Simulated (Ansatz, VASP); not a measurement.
# One calculation of GaP, two programs

```
Ga P
1.0
     0.00000    2.72581    2.72581
     2.72581    0.00000    2.72581
     2.72581    2.72581    0.00000
Ga P
1 1
Direct
  0.00000 0.00000 0.00000
  0.75000 0.75000 0.75000
```

Alike in both runs: task single point; functional RPBE; k mesh 6 × 6 × 6; occupations gaussian, width 0.1 eV; no spin polarisation.

```csv
,VASP,Ansatz
version,VASP 6.6.1,Ansatz 0.2.0
potentials or method,"VASP PAW PBE potentials, release 64 (Ga_d, P), cutoff 520 eV","scalar-relativistic, plane waves, PAW"
valence electrons in the cell,18,18
```

VASP gave:

```
gap on the k mesh at the Fermi level (eV) : 1.75
least direct gap on the mesh (eV)         : 1.95
pressure (GPa)                            : 4.4
```

Question: What did Ansatz give for the same quantities?

Answer: gap on the k mesh at the Fermi level (eV): 1.76; least direct gap on the mesh (eV): 1.95; pressure (GPa): 4.6.

VASP's potentials were made for PBE, not for RPBE.
